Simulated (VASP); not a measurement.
Wanted: the native input for a VASP 6.6.1 run.

```
Task                   : single point
Functional             : PBE
Potentials or basis    : VASP PAW PBE potentials, release 64 (Cr_pv)
Cutoff                 : 520 eV
k mesh                 : 6 × 10 × 6
Occupations            : fermi-dirac, width 0.05 eV
Spin                   : collinear spin, antiferromagnetic start
Starting moments       : [3.0, -3.0, -3.0, 3.0] μB
Dipole correction      : no
Further INCAR settings : ALGO = Normal; EDIFF = 1e-07; NBANDS = 36
```

The structure of Cr lies in POSCAR:

```
Cr
1.0
    0.0000000000      0.0000000000      4.4100000000
    2.7140000000      0.0000000000      0.0000000000
    0.0000000000      4.7007858918      0.0000000000
Cr
4
Direct
    0.2500000000      1.0000000000      0.3333333334
    0.2500000000      0.5000000000      0.8333333334
    0.7500000000      0.5000000000      0.1666666666
    0.7500000000      0.0000000000      0.6666666666
```

This isn't the form of Cr at room conditions, which is bcc.

One way to write it, as run:

INCAR

```
ALGO = Normal
EDIFF = 1E-7
ENCUT = 520
GGA = PE
ISIF = 2
ISMEAR = -1
ISPIN = 2
LASPH = T
LCHARG = F
LMAXMIX = 4
LORBIT = 11
LREAL = F
LWAVE = F
MAGMOM = 3 -3 -3 3
NBANDS = 36
NELM = 150
PREC = Accurate
SIGMA = 0.05
```

KPOINTS

```
k-points
0
Gamma
  6 10 6
```

Potentials or basis: VASP PAW PBE potentials, release 64 (Cr_pv).

Command:

```console
$ cat potpaw_PBE.64/Cr_pv/POTCAR > POTCAR
$ mpirun -np 1 vasp_std > vasp.out
```

It gave:

- Pressure: -8.5 GPa
- Largest force: 0.519 eV/Å
- Band gap on the k mesh: zero (filled and empty bands overlap)
- Net moment: 0.00 μB per cell
- Site moments: Cr +2.40, -2.40 (each value once) μB
- Valence electrons inside the program's atomic spheres: Cr 10.74

Caveat: the stress differs along the axes, from -17 to -1 GPa; the antiferromagnetic order is the one typed at the start, and another may lie lower.

Run time: 11 min on 1 thread of Intel Xeon 8259CL, on a shared host, peak memory 0.34 GiB.
